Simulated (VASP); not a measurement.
# GaN (F-43m) in VASP: notebook

GaN is run at these levels: LDA, PBE+D4, r2SCAN+rVV10; tasks: single point, relaxation of cell and atoms.

Program: VASP 6.6.1. These are calculated values, not measurements. Logs are shortened: lines on timing, memory, paths and dates and some standing lists are left out, and cuts for length are marked.

## Step 1: The cell of the first run

The structure is cubic, space group F-43m (No. 216). The conventional cell has a = 4.455 Å, b = 4.455 Å, c = 4.455 Å, α = 90.00°, β = 90.00°, γ = 90.00°. Within 2.6 Å of Ga (site symmetry -43m) lie 4 N at 1.93 Å. Within 2.6 Å of N (site symmetry -43m) lie 4 Ga at 1.93 Å.

## Step 2: Single point, LDA

File INCAR:

```
ALGO = Normal
EDIFF = 1E-7
ENCUT = 520
GGA = CA
ISIF = 2
ISMEAR = 1
LASPH = T
LCHARG = F
LREAL = F
LWAVE = F
NBANDS = 16
NELM = 100
PREC = Accurate
SIGMA = 0.02
```

File KPOINTS:

```
k-points
0
Gamma
  8 8 8
```

File POSCAR:

```
GaN
1.0
    0.0000000000      2.2275717686      2.2275717686
    2.2275717686      0.0000000000      2.2275717686
    2.2275717686      2.2275717686      0.0000000000
Ga N
1 1
Direct
    0.0000000000      0.0000000000      0.0000000000
    0.7500000000      0.7500000000      0.7500000000
```

Potentials or basis: VASP PAW LDA potentials, release 64 (Ga_d, N).

The run is started by

```
$ cat potpaw_LDA.64/Ga_d/POTCAR potpaw_LDA.64/N/POTCAR > POTCAR
$ mpirun -np 1 vasp_std > vasp.out
```

OUTCAR:

```text
EDIFF = 1E-7
   ENCUT = 520
   GGA = CA
   ISIF = 2
   ISMEAR = 1
   LASPH = T
   LREAL = F
   NELM = 100
   PREC = Accurate

 ion  position               nearest neighbor table
   1  0.000  0.000  0.000-   2 1.93   2 1.93   2 1.93   2 1.93
   2  0.750  0.750  0.750-   1 1.93   1 1.93   1 1.93   1 1.93

  LATTYP: Found a face centered cubic cell.
 ALAT       =     4.4551435372

  Lattice vectors:

 A1 = (   0.0000000000,   2.2275717686,   2.2275717686)
 A2 = (   2.2275717686,   0.0000000000,   2.2275717686)
 A3 = (   2.2275717686,   2.2275717686,   0.0000000000)

Analysis of symmetry for initial positions (statically):
=====================================================================
 Subroutine PRICEL returns:
 Original cell was already a primitive cell.

 Routine SETGRP: Setting up the symmetry group for a
 face centered cubic supercell.

 Subroutine GETGRP returns: Found 24 space group operations
 (whereof 24 operations were pure point group operations)
 out of a pool of 48 trial point group operations.

The static configuration has the point symmetry T_d .

Analysis of symmetry for dynamics (positions and initial velocities):
=====================================================================
 Subroutine PRICEL returns:
 Original cell was already a primitive cell.

 Routine SETGRP: Setting up the symmetry group for a
 face centered cubic supercell.

 Subroutine GETGRP returns: Found 24 space group operations
 (whereof 24 operations were pure point group operations)
 out of a pool of 48 trial point group operations.

The dynamic configuration has the point symmetry T_d .

 Subroutine INISYM returns: Found 24 space group operations
 (whereof 24 operations are pure point group operations),
 and found     1 'primitive' translations

----------------------------------------------------------------------------------------

                                     Primitive cell

  volume of cell :      22.1068

  direct lattice vectors                    reciprocal lattice vectors
     0.000000000  2.227571769  2.227571769    -0.224459659  0.224459659  0.224459659
     2.227571769  0.000000000  2.227571769     0.224459659 -0.224459659  0.224459659
     2.227571769  2.227571769  0.000000000     0.224459659  0.224459659 -0.224459659

  length of vectors
     3.150262206  3.150262206  3.150262206     0.388775534  0.388775534  0.388775534

  position of ions in fractional coordinates (direct lattice)
     0.000000000  0.000000000  0.000000000
     0.750000000  0.750000000  0.750000000

  ion indices of the primitive-cell ions
   primitive index   ion index
                 1           1
                 2           2

----------------------------------------------------------------------------------------

 KPOINTS: k-points

Automatic generation of k-mesh.
 Grid dimensions read from file:
 generate k-points for:    8    8    8

 Generating k-lattice:

  Cartesian coordinates                     Fractional coordinates (reciprocal lattice)
    -0.028057457  0.028057457  0.028057457     0.125000000  0.000000000  0.000000000
     0.028057457 -0.028057457  0.028057457     0.000000000  0.125000000  0.000000000
     0.028057457  0.028057457 -0.028057457     0.000000000  0.000000000  0.125000000

  Length of vectors
     0.048596942  0.048596942  0.048596942

  Shift w.r.t. Gamma in fractional coordinates (k-lattice)
     0.000000000  0.000000000  0.000000000

 Subroutine IBZKPT returns following result:
 ===========================================

 Found     29 irreducible k-points:

 Following reciprocal coordinates:
            Coordinates               Weight
  0.000000  0.000000  0.000000      1.000000
  0.125000  0.000000  0.000000      8.000000
  0.250000  0.000000  0.000000      8.000000
  0.375000  0.000000  0.000000      8.000000
  0.500000  0.000000  0.000000      4.000000
  0.125000  0.125000  0.000000      6.000000
[... 16 lines left out ...]
  0.500000  0.250000  0.125000     48.000000
 -0.375000  0.250000  0.125000     24.000000
 [... further k-points ...]
   k-points           NKPTS =     29   k-points in BZ     NKDIM =     29   number of bands    NBANDS=     16
   number of dos      NEDOS =    301   number of ions     NIONS =      2
   total plane-waves  NPLWV =  13824
   dimension x,y,z NGX =    24 NGY =   24 NGZ =   24
   dimension x,y,z NGXF=    48 NGYF=   48 NGZF=   48
   ions per type =               1   1
   NGX,Y,Z   is equivalent  to a cutoff of  12.67, 12.67, 12.67 a.u.
   NGXF,Y,Z  is equivalent  to a cutoff of  25.33, 25.33, 25.33 a.u.
 SYSTEM =  unknown system
   PREC   = accura    normal or accurate (medium, high low for compatibility)
   ISTART =      0    job   : 0-new  1-cont  2-samecut
   ICHARG =      2    charge: 1-file 2-atom 10-const
   ISPIN  =      1    spin polarized calculation?
   LNONCOLLINEAR =      F non collinear calculations
   LSORBIT =      F    spin-orbit coupling
   LASPH  =      T    aspherical Exc in radial PAW
[... 47 lines left out ...]

  energy without entropy =      -13.94334539  energy(sigma->0) =      -13.94334087

 E-fermi :   5.4387     XC(G=0): -12.3046

 val. band max:        5.4218286586   @ k =   0.0000   0.0000   0.0000
 cond. band min:       7.3947137926   @ k =   0.0000   0.0000   0.0000
 fundamental gap:      1.9728851340
 Fermi energy:         5.4386659401

 k-point     1 :       0.0000    0.0000    0.0000
  band No.  band energies     occupation
      1     -10.6877      2.00000
      2      -8.1693      2.00000
      3      -8.1693      2.00000
      4      -8.1693      2.00000
      5      -7.8149      2.00000
      6      -7.8149      2.00000
[... 8 lines left out ...]
     15      24.3652      0.00000
     16      24.3652      0.00000

 k-point     2 :       0.1250    0.0000    0.0000
  band No.  band energies     occupation
      1     -10.5046      2.00000
      2      -8.1466      2.00000
      3      -8.1466      2.00000
      4      -8.1063      2.00000
      5      -7.8168      2.00000
      6      -7.8168      2.00000
[... 8 lines left out ...]
     15      22.7847      0.00000
     16      22.7847      0.00000

 k-point     3 :       0.2500    0.0000    0.0000
  band No.  band energies     occupation
      1     -10.0964      2.00000
      2      -8.1021      2.00000
      3      -8.1021      2.00000
      4      -7.8099      2.00000
      5      -7.8099      2.00000
      6      -7.7929      2.00000
[... 8 lines left out ...]
     15      22.4020      0.00000
     16      22.4020      0.00000

 k-point     4 :       0.3750    0.0000    0.0000
  band No.  band energies     occupation
      1      -9.7952      2.00000
      2      -8.0773      2.00000
      3      -8.0773      2.00000
      4      -7.7814      2.00000
      5      -7.7814      2.00000
      6      -7.0353      2.00000
[... 8 lines left out ...]
     15      23.8633      0.00000
     16      23.8633      0.00000

 k-point     5 :       0.5000    0.0000    0.0000
  band No.  band energies     occupation
      1      -9.7118      2.00000
      2      -8.0731      2.00000
      3      -8.0731      2.00000
      4      -7.7628      2.00000
      5      -7.7628      2.00000
      6      -6.4358      2.00000
[... 8 lines left out ...]
     15      25.2955      0.00000
     16      25.2955      0.00000

 k-point     6 :       0.1250    0.1250    0.0000
  band No.  band energies     occupation
      1     -10.4449      2.00000
      2      -8.1254      2.00000
      3      -8.1254      2.00000
      4      -8.1144      2.00000
      5      -7.8304      2.00000
      6      -7.8024      2.00000
[... 8 lines left out ...]
     15      25.3414      0.00000
     16      25.4857      0.00000
[... 267 lines left out ...]
 k-point    21 :       0.5000    0.5000    0.0000
  band No.  band energies     occupation
      1      -9.5348      2.00000
      2      -8.0865      2.00000
      3      -7.8323      2.00000
      4      -7.8323      2.00000
      5      -7.7297      2.00000
      6      -5.9631      2.00000
[... 8 lines left out ...]
     15      27.7186      0.00000
     16      30.3264      0.00000

 k-point    22 :       0.3750    0.2500    0.1250
  band No.  band energies     occupation
      1      -9.8461      2.00000
      2      -8.0558      2.00000
      3      -8.0339      2.00000
      4      -7.9105      2.00000
      5      -7.7848      2.00000
      6      -7.3989      2.00000
[... 8 lines left out ...]
     15      24.7129      0.00000
     16      27.0333      0.00000

 k-point    23 :       0.5000    0.2500    0.1250
  band No.  band energies     occupation
      1      -9.6598      2.00000
      2      -8.0499      2.00000
      3      -7.9997      2.00000
      4      -7.8698      2.00000
      5      -7.7772      2.00000
      6      -6.6215      2.00000
[... 8 lines left out ...]
     15      24.8165      0.00000
     16      26.8423      0.00000

 k-point    24 :      -0.3750    0.2500    0.1250
  band No.  band energies     occupation
      1      -9.6070      2.00000
      2      -8.0565      2.00000
      3      -7.9864      2.00000
      4      -7.8393      2.00000
      5      -7.7788      2.00000
      6      -6.0901      2.00000
[... 8 lines left out ...]
     15      24.3952      0.00000
     16      26.7443      0.00000

 [... further k-points ...]
[... 5 lines left out ...]
  --------------------------------------------------------------------------------------
  -------------------------------------------------------------------------------------
  Total        0.1572260      0.1572260      0.1572260      0.0000000      0.0000000     -0.0000000
  in kB       11.3948801     11.3948801     11.3948801      0.0000000      0.0000000     -0.0000000
  external PRESSURE =      11.3948801 kB  Pullay stress =       0.0000000 kB

 VOLUME and BASIS-vectors are now :
 -----------------------------------------------------------------------------
  energy-cutoff  :      520.00
  volume of cell :       22.11
      direct lattice vectors                 reciprocal lattice vectors
     0.000000000  2.227571769  2.227571769    -0.224459659  0.224459659  0.224459659
     2.227571769  0.000000000  2.227571769     0.224459659 -0.224459659  0.224459659
     2.227571769  2.227571769  0.000000000     0.224459659  0.224459659 -0.224459659

 POSITION                                       TOTAL-FORCE (eV/Angst)
 -----------------------------------------------------------------------------------
      0.00000      0.00000      0.00000        -0.000000      0.000000     -0.000000
      3.34136      3.34136      3.34136         0.000000     -0.000000      0.000000
 -----------------------------------------------------------------------------------
    total drift:                               -0.000002     -0.000002     -0.000002

  FREE ENERGIE OF THE ION-ELECTRON SYSTEM (eV)
  ---------------------------------------------------
  free  energy   TOTEN  =       -13.9433386003 eV

  energy  without entropy=      -13.9433453947  energy(sigma->0) =      -13.94334087
```

Wall time 17 s (1 thread of AMD EPYC 7R13, shared host); peak memory 0.1 GiB.

What came out:

* Free energy: -13.9433 eV
* Pressure: 1.1 GPa
* Band gap on the k mesh: 1.97 eV, direct

## Step 3: Single point, PBE+D4

This run uses another cell than the first one, of 11.40 Å³/atom, 1.032 times its volume.

File INCAR:

```
ALGO     = Normal         # electronic algorithm
EDIFF    = 1E-6           # SCF threshold, eV
ENCUT    = 520            # plane-wave cutoff, eV
GGA      = PE             # functional
ISIF     = 2              # what is computed and relaxed
ISMEAR   = 1              # smearing method
IVDW     = 13             # dispersion correction
LASPH    = True           # aspherical terms in the spheres
LCHARG   = False          # write CHGCAR
LREAL    = False          # projectors in reciprocal space
LWAVE    = False          # write WAVECAR
NBANDS   = 16             # bands
NELM     = 100            # most SCF steps
PREC     = Accurate       # precision mode
SIGMA    = 0.02           # smearing width, eV
```

KPOINTS is that of step 2.

File POSCAR:

```
GaN
1.0
    0.0000000000      2.2507816841      2.2507816841
    2.2507816841      0.0000000000      2.2507816841
    2.2507816841      2.2507816841      0.0000000000
Ga N
1 1
Direct
    0.0000000000      0.0000000000      0.0000000000
    0.7500000000      0.7500000000      0.7500000000
```

Potentials or basis: VASP PAW PBE potentials, release 64 (Ga_d, N).

The run is started by

```
$ cat potpaw_PBE.64/Ga_d/POTCAR potpaw_PBE.64/N/POTCAR > POTCAR
$ mpirun -np 1 vasp_std > vasp.out
```

It took 19 s on 1 thread of AMD EPYC 7R13, shared host; peak memory 0.11 GiB.

It converged, with:

| Quantity | Value |
| --- | --- |
| Free energy | -12.9438 eV |
| Pressure | 0.1 GPa |
| Band gap on the k mesh | 1.75 eV, direct |
| Dispersion energy per atom | -0.402 eV |

Levels at points of the mesh, in eV from the valence-band top:
```
           k point  band 7  band 8  band 9  band 10  band 11  band 12
(0.00, 0.00, 0.00)    0.00    0.00    0.00     1.75    10.32    10.32
(0.50, 0.00, 0.00)   -7.06   -0.97   -0.97     4.66     8.75    10.39
(0.50, 0.50, 0.00)   -6.14   -2.71   -2.71     3.35     6.68    11.73
```

## Step 4: Single point, r2SCAN+rVV10

This run uses another cell than the first one, of 11.30 Å³/atom, 1.022 times its volume.

File POSCAR:

```
GaN
1.0
    0.0000000000      2.2441075120      2.2441075120
    2.2441075120      0.0000000000      2.2441075120
    2.2441075120      2.2441075120      0.0000000000
Ga N
1 1
Direct
    0.0000000000      0.0000000000      0.0000000000
    0.7500000000      0.7500000000      0.7500000000
```

File INCAR.step1:

```
SYSTEM = GaN
PREC = Accurate
ENCUT = 520
ISMEAR = 1
SIGMA = 0.02
LREAL = .FALSE.
LASPH = .TRUE.
NELM = 100
NBANDS = 16
GGA = PE
ALGO = Normal
EDIFF = 1E-4
LWAVE = .TRUE.
LCHARG = .FALSE.
```

File INCAR.step2:

```
SYSTEM = GaN
PREC = Accurate
ENCUT = 520
EDIFF = 1E-7
ISMEAR = 1
SIGMA = 0.02
LREAL = .FALSE.
LASPH = .TRUE.
NELM = 100
ALGO = Normal
ISIF = 2
LWAVE = .FALSE.
LCHARG = .FALSE.
METAGGA = R2SCAN
LMIXTAU = .TRUE.
LUSE_VDW = .TRUE.
IVDW_NL = 2
BPARAM = 11.95
CPARAM = 0.0093
NBANDS = 16
ISTART = 1
```

File KPOINTS:

```
Automatic mesh
0
G
  8 8 8
  0 0 0
```

The run is started by

```
$ cat potpaw_PBE.64/Ga_d/POTCAR potpaw_PBE.64/N/POTCAR > POTCAR
$ cp INCAR.step1 INCAR
$ mpirun -np 1 vasp_std > vasp.out
$ cp INCAR.step2 INCAR
$ mpirun -np 1 vasp_std > vasp.out
```

Run time: 2.2 min. Hardware: 1 thread of AMD EPYC 7R13, shared host; peak memory 0.19 GiB.

The run converged. Its results:

- Free energy: -21.4007 eV
- Pressure: 1.1 GPa
- Band gap on the k mesh: 2.17 eV, direct

Levels at points of the mesh, in eV from the valence-band top:
| k point | band 7 | band 8 | band 9 | band 10 | band 11 | band 12 |
| --- | --- | --- | --- | --- | --- | --- |
| (0.00, 0.00, 0.00) | 0.00 | 0.00 | 0.00 | 2.17 | 11.07 | 11.07 |
| (0.50, 0.00, 0.00) | -7.26 | -1.01 | -1.01 | 5.22 | 9.47 | 11.04 |
| (0.50, 0.50, 0.00) | -6.28 | -2.84 | -2.84 | 3.72 | 7.29 | 12.63 |

Caveat: the PAW data sets were made with another functional, which shifts forces and pressure a little.

## Step 5: Relaxation of cell and atoms, LDA

This run uses another cell than the first one, of 11.44 Å³/atom, 1.035 times its volume.

File INCAR:

```
PREC     = Accurate       # precision mode
ENCUT    = 600            # plane-wave cutoff, eV
EDIFF    = 1E-6           # SCF threshold, eV
ISMEAR   = 1              # smearing method
SIGMA    = 0.02           # smearing width, eV
LREAL    = F              # projectors in reciprocal space
LASPH    = T              # aspherical terms in the spheres
NELM     = 80             # most SCF steps
ALGO     = Normal         # electronic algorithm
ISIF     = 3              # what is computed and relaxed
LWAVE    = F              # write WAVECAR
LCHARG   = F              # write CHGCAR
GGA      = CA             # functional
IBRION   = 2              # ionic algorithm
NSW      = 80             # ionic steps
EDIFFG   = -0.05          # ionic threshold
```

File KPOINTS:

```
Automatic mesh
0
Gamma
  8 8 8
```

File POSCAR:

```
GaN
1.0
    0.0000000000      2.2535006100      2.2535006100
    2.2535006100      0.0000000000      2.2535006100
    2.2535006100      2.2535006100      0.0000000000
Ga N
1 1
Direct
    0.0000000000      0.0000000000      0.0000000000
    0.7500000000      0.7500000000      0.7500000000
```

Potentials or basis: VASP PAW LDA potentials, release 64 (Ga_d, N).

The run is started by

```
$ cat potpaw_LDA.64/Ga_d/POTCAR potpaw_LDA.64/N/POTCAR > POTCAR
$ mpirun -np 1 vasp_std > vasp.out
```

Run time: 42 s. Hardware: 1 thread of AMD EPYC 7R13, shared host; peak memory 0.13 GiB.

Results (log left out):

```
Free energy                            : -13.9449 eV
Relaxed volume                         : 11.11 Å³/atom
Relaxed cell                           : a = 3.156 Å, b = 3.156 Å, c = 3.156 Å, α = 60.00°, β = 60.00°, γ = 60.00°
Space group after relaxing (to 0.05 Å) : F-43m (No. 216)
Energy gained by relaxing              : 6.0 meV/atom
Ionic steps                            : 3
Pressure after relaxing                : -0.4 GPa
Band gap on the k mesh                 : 1.94 eV, direct
```

Step by step:
```
step  energy change (eV)  largest force (eV/Å)  pressure (GPa)  volume (Å³)
   1              0.0000                0.0000           -5.60        22.89
   2             -0.0003                0.0000            6.12        21.59
   3             -0.0121                0.0000           -0.37        22.22
```

Final structure:
```xyz
2
Lattice="0.0000 2.2314 2.2314 2.2314 0.0000 2.2314 2.2314 2.2314 0.0000" Properties=species:S:1:pos:R:3 pbc="T T T"
Ga    0.0000    0.0000    0.0000
N     3.3471    3.3471    3.3471
```

Levels at points of the mesh, in eV from the valence-band top:
```
           k point  band 7  band 8  band 9  band 10  band 11  band 12
(0.00, 0.00, 0.00)    0.00    0.00    0.00     1.94    10.29    10.29
(0.50, 0.00, 0.00)   -7.32   -1.02   -1.02     4.75     8.74    10.36
(0.50, 0.50, 0.00)   -6.33   -2.84   -2.84     3.26     6.66    11.71
```

Expect the measured gap to be larger: semilocal functionals such as LDA lack the derivative discontinuity.

## Step 6: The runs side by side

| task | level | potentials or basis | cell | cutoff (eV) | gap on the mesh (eV) | pressure (GPa) |
| --- | --- | --- | --- | --- | --- | --- |
| single point | LDA | VASP PAW LDA potentials, release 64 (Ga_d, N) | a = 3.150 Å, angles 60.0°, 2 atoms | 520 | 1.97 | 1.1 |
| single point | PBE+D4 | VASP PAW PBE potentials, release 64 (Ga_d, N) | a = 3.183 Å, angles 60.0°, 2 atoms | 520 | 1.75 | 0.1 |
| single point | r2SCAN+rVV10 | VASP PAW PBE potentials, release 64 (Ga_d, N) | a = 3.174 Å, angles 60.0°, 2 atoms | 520 | 2.17 | 1.1 |
| relaxation of cell and atoms | LDA | VASP PAW LDA potentials, release 64 (Ga_d, N) | relaxed from a = 3.187 Å, angles 60.0°, 2 atoms | 600 | 1.94 | -0.4 |

Alike in all rows: no spin polarisation; k mesh 8 × 8 × 8; smearing methfessel-paxton 0.02 eV.

Caveats: the PAW data sets were made with another functional, which shifts forces and pressure a little (some runs).

Absolute energies hang on the potentials; compare differences alone.
